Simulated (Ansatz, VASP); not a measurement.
**KF: VASP beside Ansatz**

File INCAR:

```
PREC = Accurate
ENCUT = 520
EDIFF = 1E-7
ISMEAR = 0
SIGMA = 0.05
LREAL = F
LASPH = T
NELM = 100
ALGO = Normal
ISIF = 2
LWAVE = F
LCHARG = F
GGA = PE
NBANDS = 15
```

File KPOINTS:

```
Automatic mesh
0
Gamma
  8 8 8
```

The input POSCAR:

```
KF
1.0
    0.0000000000      2.7105354767      2.3039551552
    2.7579698475      0.0000000000      2.3039551552
    2.7579698475      2.7105354767      0.0000000000
K F
1 1
Direct
    0.0000000000      0.0000000000      0.0000000000
    0.5000000000      0.5000000000      0.5000000000
```

Input for Ansatz:

```yaml
crystal:
  lattice:
    - [0.0, 2.7105354767, 2.3039551552]
    - [2.7579698475, 0.0, 2.3039551552]
    - [2.7579698475, 2.7105354767, 0.0]
  atoms:
    - { symbol: K, position: [0.0, 0.0, 0.0] }
    - { symbol: F, position: [0.5, 0.5, 0.5] }
basis:
  ecutwfc: 520.0
kpoints:
  mp_grid: { grid: [8, 8, 8] }
hamiltonian:
  xc: pbe
scf:
  occupations: { method: gaussian, width: 0.05 }
output:
  forces: true
  stress: true
  eigenvalues: true
```

Change from the starting cell: normal strain along x +0.0175, normal strain along z -0.1500.

Alike in both runs: task single point; functional PBE; k mesh 8 × 8 × 8; occupations gaussian, width 0.05 eV; no spin polarisation.

|  | VASP | Ansatz |
| --- | --- | --- |
| version | VASP 6.6.1 | Ansatz 0.2.0 |
| potentials or method | VASP PAW PBE potentials, release 64 (K_sv, F), cutoff 520 eV | scalar-relativistic, plane waves, PAW |
| valence electrons in the cell | 16 | 16 |

|  | VASP | Ansatz | Ansatz less VASP |
| --- | --- | --- | --- |
| gap on the k mesh at the Fermi level (eV) | 6.04 | 6.06 | +0.021 |
| least direct gap on the mesh (eV) | 6.06 | 6.08 | +0.023 |
| pressure (GPa) | 10.4 | 10.1 | -0.31 |
| traceless stress, the component that is largest in VASP (GPa) | 16.29 | 15.69 | -0.604 |
